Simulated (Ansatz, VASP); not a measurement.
Two plane-wave programs on LiB2C2

INCAR

```
PREC = Accurate
ENCUT = 520
EDIFF = 1E-7
ISMEAR = 0
SIGMA = 0.1
LREAL = False
LASPH = True
NELM = 100
ALGO = Normal
ISIF = 2
LWAVE = False
LCHARG = True
GGA = PE
LELF = True
LVHAR = True
NBANDS = 16
```

The input KPOINTS:

```
regular mesh
0
Gamma
  15 15 6
```

The input POSCAR:

```
LiB2C2
1.0
    2.6066285928      0.0000000000      0.0000000000
   -1.3033142964      2.2574065796      0.0000000000
    0.0000000000      0.0000000000      6.9415964661
Li B C
1 2 2
Direct
    0.0000000000      0.0000000000      0.5000000000
    0.3333333300      0.6666666700      0.7357946983
    0.6666666700      0.3333333300      0.2642053017
    0.3333333300      0.6666666700      0.2409879770
    0.6666666700      0.3333333300      0.7590120230
```

Input for Ansatz:

```yaml
crystal:
  lattice:
    - [2.6066285928, 0.0, 0.0]
    - [-1.3033142964, 2.2574065796, 0.0]
    - [0.0, 0.0, 6.9415964661]
  atoms:
    - { symbol: Li, position: [0.0, 0.0, 0.5] }
    - { symbol: B, position: [0.33333333, 0.66666667, 0.7357946983] }
    - { symbol: B, position: [0.66666667, 0.33333333, 0.2642053017] }
    - { symbol: C, position: [0.33333333, 0.66666667, 0.240987977] }
    - { symbol: C, position: [0.66666667, 0.33333333, 0.759012023] }
basis:
  ecutwfc: 420
kpoints:
  mp_grid: { grid: [15, 15, 6] }
hamiltonian:
  xc: pbe
scf:
  occupations: { method: gaussian, width: 0.1 }
output:
  forces: true
  stress: true
  eigenvalues: true
```

Alike in both runs: task single point; functional PBE; k mesh 15 × 15 × 6; occupations gaussian, width 0.1 eV; no spin polarisation.

|  | VASP | Ansatz |
| --- | --- | --- |
| version | VASP 6.6.1 | Ansatz 0.2.0 |
| potentials or method | VASP PAW PBE potentials, release 64 (Li_sv, B, C), cutoff 520 eV | scalar-relativistic, plane waves, PAW |
| valence electrons in the cell | 17 | 17 |

|  | VASP | Ansatz | Ansatz less VASP |
| --- | --- | --- | --- |
| gap on the k mesh at the Fermi level (eV) | none | none | - |
| rms of the force components (eV/Å) | 1.320 | 1.322 | +0.0021 |

Atom by atom the forces differ by 0.003 eV/Å (rms over components). A gap of «none» marks a metal or a gap that the smearing closes.

Noted on VASP's run: the cutoff is short for stress, so the pressure is rough.
